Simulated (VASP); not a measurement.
# SnO2 (I4_1/amd) in VASP: notebook

The runs below take SnO2 through single point, with LDA.

Program: VASP 6.6.1. These are calculated values, not measurements. Logs are shortened: lines on timing, memory, paths and dates and some standing lists are left out, and cuts for length are marked.

### 1 The cell of the first run

The structure is tetragonal, space group I4_1/amd (No. 141). The conventional cell has a = 4.000 Å, b = 4.000 Å, c = 10.247 Å, α = 90.00°, β = 90.00°, γ = 90.00°. Sn (site symmetry -4m2) has 6 O at 2.06 to 2.09 Å within 2.7 Å. Within 2.7 Å of O (site symmetry 2mm) lie 3 Sn at 2.06 to 2.09 Å and 2 O at 2.57 Å.

### 2 Single point, LDA

Contents of INCAR:

```
  ALGO = Normal
  EDIFF = 1E-7
  ENCUT = 520
  ISIF = 2
  ISMEAR = 0
  LASPH = True
  LCHARG = True
  LELF = True
  LREAL = False
  LVHAR = True
  LWAVE = False
  NBANDS = 35
  NELM = 80
  PREC = Accurate
  SIGMA = 0.01
```

Contents of KPOINTS:

```
k-points
0
Gamma
  8 8 8
```

Contents of POSCAR:

```
SnO2
1.0
   -2.0000690000      2.0000690000      5.1236790000
    2.0000690000     -2.0000690000      5.1236790000
    2.0000690000      2.0000690000     -5.1236790000
Sn O
2 4
Direct
    0.7500000000      0.2500000000      0.5000000000
    0.0000000000      0.0000000000      0.0000000000
    0.7965230000      0.7965230000      0.0000000000
    0.9534770000      0.4534770000      0.5000000000
    0.2034770000      0.2034770000      0.0000000000
    0.5465230000      0.0465230000      0.5000000000
```

Potentials or basis: VASP PAW LDA potentials, release 64 (Sn_d, O).

Command:

```bash
> cat potpaw_LDA.64/Sn_d/POTCAR potpaw_LDA.64/O/POTCAR > POTCAR
> mpirun -np 1 vasp_std > vasp.out
```

OUTCAR:

```text
EDIFF = 1E-7
   ENCUT = 520
   ISIF = 2
   ISMEAR = 0
   LASPH = True
   LREAL = False
   NELM = 80
   PREC = Accurate

 ion  position               nearest neighbor table
   1  0.750  0.250  0.500-   3 2.06   5 2.06   3 2.06   5 2.06   4 2.09   6 2.09   2 3.25   2 3.25
                             2 3.25   2 3.25
   2  0.000  0.000  0.000-   6 2.06   4 2.06   6 2.06   4 2.06   3 2.09   5 2.09   1 3.25   1 3.25
                             1 3.25   1 3.25
   3  0.797  0.797  0.000-   1 2.06   1 2.06   2 2.09
   4  0.953  0.453  0.500-   2 2.06   2 2.06   1 2.09
   5  0.203  0.203  0.000-   1 2.06   1 2.06   2 2.09
   6  0.547  0.047  0.500-   2 2.06   2 2.06   1 2.09

  LATTYP: Found a body centered tetragonal cell.
 ALAT       =     4.0001380000
 C/A-ratio  =     2.5617511196

  Lattice vectors:

 A1 = (  -2.0000690000,   2.0000690000,   5.1236790000)
 A2 = (   2.0000690000,  -2.0000690000,   5.1236790000)
 A3 = (   2.0000690000,   2.0000690000,  -5.1236790000)

Analysis of symmetry for initial positions (statically):
=====================================================================
 Subroutine PRICEL returns:
 Original cell was already a primitive cell.

 Routine SETGRP: Setting up the symmetry group for a
 body centered tetragonal supercell.

 Subroutine GETGRP returns: Found 16 space group operations
 (whereof  8 operations were pure point group operations)
 out of a pool of 16 trial point group operations.

The static configuration has the point symmetry D_2d.
 The point group associated with its full space group is D_4h.

Analysis of symmetry for dynamics (positions and initial velocities):
=====================================================================
 Subroutine PRICEL returns:
 Original cell was already a primitive cell.

 Routine SETGRP: Setting up the symmetry group for a
 body centered tetragonal supercell.

 Subroutine GETGRP returns: Found 16 space group operations
 (whereof  8 operations were pure point group operations)
 out of a pool of 16 trial point group operations.

The dynamic configuration has the point symmetry D_2d.
 The point group associated with its full space group is D_4h.

 Subroutine INISYM returns: Found 16 space group operations
 (whereof  8 operations are pure point group operations),
 and found     1 'primitive' translations

----------------------------------------------------------------------------------------

[... 104 lines left out ...]
   IBRION =     -1    ionic relax: 0-MD 1-quasi-New 2-CG
   NFREE  =      0    steps in history (QN), initial steepest desc. (CG)
   ISIF   =      2    stress and relaxation
   ISYM   =      2    0-nonsym 1-usesym 2-fastsym
   POTIM  = 0.5000    time-step for ionic-motion
   TEBEG  =    0.0;   TEEND  =   0.0 temperature during run
   PSTRESS=    0.0 pullay stress
   NELECT =      52.0000    total number of electrons
   NUPDOWN=      -1.0000    fix difference up-down
   EMIN   =  10.00;   EMAX   =-10.00  energy-range for DOS
   EFERMI =   0.00;   METHOD = LEGACY
   ISMEAR =     0;   SIGMA  =   0.01  broadening in eV -4-tet -1-fermi 0-gaus
   EFERMI_NEDOS =   21; number of points for ismear=-14 and -15
   IALGO  =     38    algorithm
   IMIX   =      4    mixing-type and parameters
     AMIX     =   0.40;   BMIX     =  1.00
     AMIX_MAG =   1.60;   BMIX_MAG =  1.00
  volume/ion in A,a.u.               =      13.66        92.21
  Fermi-wavevector in a.u.,A,eV,Ry     =   1.406583  2.658056 26.918792  1.978475
  Thomas-Fermi vector in A             =   2.528929
   LORBIT       =      0    0 simple, 1 ext, 2 COOP (PROOUT), +10 PAW based schemes
   GGA     = CA    functional components
   LHFCALC =     F    Hartree Fock is set to
   AEXX    =    0.0000 exact exchange contribution
   IVDW    =     0    specifies the selected vdW correction
   LEPSILON=     F    determine dielectric tensor
   LRPA    =     F    only Hartree local field effects (RPA)
 non-spin polarized calculation
 Gauss-broadening in eV      SIGMA  =   0.01
  energy-cutoff  :      520.00
  volume of cell :       81.98
 maximum number of plane-waves:      2244
 NGX is ok and might be reduce to    48
   NGX = 21   NGY = 21   NGZ = 21

 number of electron      52.0000007 magnetization

 Free energy of the ion-electron system (eV)
  ---------------------------------------------------
  ext. energy  EPLUGINS =         0.00000000
  ---------------------------------------------------
  free energy    TOTEN  =       -41.72470317 eV

  energy without entropy =      -41.72470317  energy(sigma->0) =      -41.72470317

 E-fermi :   3.8172     XC(G=0): -10.8687

 val. band max:        3.7495510409   @ k =   0.2500   0.2500   0.2500
 cond. band min:       5.2719396297   @ k =   0.0000   0.0000   0.0000
 fundamental gap:      1.5223885889
 Fermi energy:         3.8171841407

 k-point     1 :       0.0000    0.0000    0.0000
  band No.  band energies     occupation
      1     -16.5462      2.00000
      2     -16.5305      2.00000
      3     -16.3998      2.00000
      4     -15.8541      2.00000
      5     -15.7551      2.00000
      6     -15.7551      2.00000
[... 901 lines left out ...]
     34      14.8118      0.00000
     35      16.3227      0.00000

 [... further k-points ...]

------------------------ aborting loop because EDIFF is reached ----------------------------------------

  FORCE on cell =-STRESS in cart. coord.  units (eV):
  Direction    XX          YY          ZZ          XY          YZ          ZX
  --------------------------------------------------------------------------------------
  -------------------------------------------------------------------------------------
  Total       -1.4001817     -1.4001817     -1.8790339      0.0000000      0.0000000      0.0000000
  in kB      -27.3629632    -27.3629632    -36.7209018      0.0000000      0.0000000      0.0000000
  external PRESSURE =     -30.4822760 kB  Pullay stress =       0.0000000 kB

 VOLUME and BASIS-vectors are now :
 -----------------------------------------------------------------------------
  energy-cutoff  :      520.00
  volume of cell :       81.98
      direct lattice vectors                 reciprocal lattice vectors
    -2.000069000  2.000069000  5.123679000     0.000000000  0.249991375  0.097586129
     2.000069000 -2.000069000  5.123679000     0.249991375  0.000000000  0.097586129
     2.000069000  2.000069000 -5.123679000     0.249991375  0.249991375  0.000000000

 POSITION                                       TOTAL-FORCE (eV/Angst)
 -----------------------------------------------------------------------------------
      0.00000      2.00007      2.56184        -0.000000     -0.000000      0.000000
      0.00000      0.00000      0.00000        -0.000000     -0.000000      0.000000
      0.00000      0.00000      8.16226        -0.000000      0.000000      0.158048
      0.00000      2.00007      4.64694         0.000000     -0.000000     -0.158048
      0.00000      0.00000      2.08510        -0.000000      0.000000     -0.158048
      0.00000      2.00007      0.47674         0.000000     -0.000000      0.158048
 -----------------------------------------------------------------------------------
    total drift:                                0.000000     -0.000000      0.000000

  FREE ENERGIE OF THE ION-ELECTRON SYSTEM (eV)
  ---------------------------------------------------
  free  energy   TOTEN  =       -41.7247031701 eV

  energy  without entropy=      -41.7247031701  energy(sigma->0) =      -41.72470317
```

stdout:

```text
POSCAR found type information on POSCAR SnO
 POSCAR found :  2 types and       6 ions
 scaLAPACK will be used
 LDA part: xc-table for (Slater(with rela. corr.)+CA(PZ))
 , standard interpolation
 POSCAR, INCAR and KPOINTS ok, starting setup
 FFT: planning ... GRIDC
 FFT: planning ... GRID_SOFT
 FFT: planning ... GRID
 WAVECAR not read
 entering main loop
```

Wall time 5.9 min (1 thread of Intel Xeon Platinum 8259CL at 2.50GHz (Skylake/Cascade Lake), shared host); peak memory 0.33 GiB.

Results:

- Free energy: -41.7247 eV
- Pressure: -3.0 GPa
- Largest force: 0.158 eV/Å
- Band gap on the k mesh: 1.52 eV (least direct gap 1.91 eV)

Forces on the atoms (eV/Å):
```
Sn   0.000  0.000  0.000
Sn   0.000  0.000  0.000
O    0.000  0.000  0.158
O    0.000  0.000 -0.158
O    0.000  0.000 -0.158
O    0.000  0.000  0.158
```

Caveat: the cell stands under tension; spin-orbit coupling is left out, which moves the levels of the heavy elements. A k mesh can miss the band edges.

### 3 Single point, LDA

Contents of INCAR:

```
SYSTEM = SnO2
PREC = Accurate
ENCUT = 520
EDIFF = 1E-6
ISMEAR = 0
SIGMA = 0.01
LREAL = .FALSE.
LASPH = .TRUE.
NELM = 60
ALGO = Normal
ISIF = 2
LWAVE = .FALSE.
LCHARG = .FALSE.
GGA = CA
NBANDS = 35
```

Contents of KPOINTS:

```
regular mesh
0
G
  8 8 8
  0 0 0
```

POSCAR is that of step 2.

Potentials or basis: VASP PAW LDA potentials, release 64 (Sn_d, O).

Command:

```bash
> cat potpaw_LDA.64/Sn_d/POTCAR potpaw_LDA.64/O/POTCAR > POTCAR
> mpirun -np 1 vasp_std > vasp.out
```

OUTCAR:

```text
SYSTEM = SnO2
   PREC = Accurate
   ENCUT = 520
   EDIFF = 1E-6
   ISMEAR = 0
   LREAL = .FALSE.
   LASPH = .TRUE.
   NELM = 60
   ISIF = 2
   GGA = CA

 ion  position               nearest neighbor table
   1  0.750  0.250  0.500-   3 2.06   5 2.06   3 2.06   5 2.06   4 2.09   6 2.09   2 3.25   2 3.25
                             2 3.25   2 3.25
   2  0.000  0.000  0.000-   6 2.06   4 2.06   6 2.06   4 2.06   3 2.09   5 2.09   1 3.25   1 3.25
                             1 3.25   1 3.25
   3  0.797  0.797  0.000-   1 2.06   1 2.06   2 2.09
   4  0.953  0.453  0.500-   2 2.06   2 2.06   1 2.09
   5  0.203  0.203  0.000-   1 2.06   1 2.06   2 2.09
   6  0.547  0.047  0.500-   2 2.06   2 2.06   1 2.09

  LATTYP: Found a body centered tetragonal cell.
 ALAT       =     4.0001380000
 C/A-ratio  =     2.5617511196

  Lattice vectors:

 A1 = (  -2.0000690000,   2.0000690000,   5.1236790000)
 A2 = (   2.0000690000,  -2.0000690000,   5.1236790000)
 A3 = (   2.0000690000,   2.0000690000,  -5.1236790000)

Analysis of symmetry for initial positions (statically):
=====================================================================
 Subroutine PRICEL returns:
[... 187 lines left out ...]
 Fermi energy:         3.8173927963

 k-point     1 :       0.0000    0.0000    0.0000
  band No.  band energies     occupation
      1     -16.5462      2.00000
      2     -16.5305      2.00000
      3     -16.3998      2.00000
      4     -15.8541      2.00000
      5     -15.7551      2.00000
      6     -15.7551      2.00000
[... 901 lines left out ...]
     34      14.8118      0.00000
     35      16.3232      0.00000

 [... further k-points ...]

------------------------ aborting loop because EDIFF is reached ----------------------------------------

  FORCE on cell =-STRESS in cart. coord.  units (eV):
  Direction    XX          YY          ZZ          XY          YZ          ZX
  --------------------------------------------------------------------------------------
  -------------------------------------------------------------------------------------
  Total       -1.3974092     -1.3974092     -1.8760837      0.0000000      0.0000000      0.0000000
  in kB      -27.3087808    -27.3087808    -36.6632483      0.0000000      0.0000000      0.0000000
  external PRESSURE =     -30.4269366 kB  Pullay stress =       0.0000000 kB

 VOLUME and BASIS-vectors are now :
 -----------------------------------------------------------------------------
  energy-cutoff  :      520.00
  volume of cell :       81.98
      direct lattice vectors                 reciprocal lattice vectors
    -2.000069000  2.000069000  5.123679000     0.000000000  0.249991375  0.097586129
     2.000069000 -2.000069000  5.123679000     0.249991375  0.000000000  0.097586129
     2.000069000  2.000069000 -5.123679000     0.249991375  0.249991375  0.000000000

 POSITION                                       TOTAL-FORCE (eV/Angst)
 -----------------------------------------------------------------------------------
      0.00000      2.00007      2.56184         0.000000      0.000000     -0.000000
      0.00000      0.00000      0.00000         0.000000      0.000000     -0.000000
      0.00000      0.00000      8.16226         0.000000     -0.000000      0.157829
      0.00000      2.00007      4.64694        -0.000000      0.000000     -0.157829
      0.00000      0.00000      2.08510         0.000000     -0.000000     -0.157829
      0.00000      2.00007      0.47674        -0.000000      0.000000      0.157829
 -----------------------------------------------------------------------------------
    total drift:                                0.000000     -0.000000      0.000000

  FREE ENERGIE OF THE ION-ELECTRON SYSTEM (eV)
  ---------------------------------------------------
  free  energy   TOTEN  =       -41.7247031353 eV

  energy  without entropy=      -41.7247031353  energy(sigma->0) =      -41.72470314
```

It took 5.3 min on 1 thread of Intel Xeon Platinum 8259CL at 2.50GHz (Skylake/Cascade Lake), shared host; peak memory 0.33 GiB.

What came out:

| Quantity | Value |
| --- | --- |
| Free energy | -41.7247 eV |
| Pressure | -3.0 GPa |
| Largest force | 0.158 eV/Å |
| Band gap on the k mesh | 1.52 eV (least direct gap 1.91 eV) |

Forces on the atoms (eV/Å):
```
Sn   0.000  0.000  0.000
Sn   0.000  0.000  0.000
O    0.000  0.000  0.158
O    0.000  0.000 -0.158
O    0.000  0.000 -0.158
O    0.000  0.000  0.158
```

Levels at points of the mesh, in eV from the valence-band top:
```
           k point  band 23  band 24  band 25  band 26  band 27  band 28  band 29  band 30
(0.00, 0.00, 0.00)    -0.68    -0.68    -0.39    -0.39     1.52     5.40     9.01     9.54
(0.50, 0.00, 0.00)    -0.78    -0.76    -0.59    -0.41     4.83     6.04     7.71     8.42
(0.50, 0.50, 0.00)    -0.84    -0.84    -0.05    -0.05     7.16     7.16     7.47     7.47
(0.50, 0.50, 0.50)    -1.03    -1.03    -0.28    -0.28     4.13     4.13     7.38     7.38
```

Caveat: the cell stands under tension; spin-orbit coupling is left out, which moves the levels of the heavy elements. A k mesh can miss the band edges.
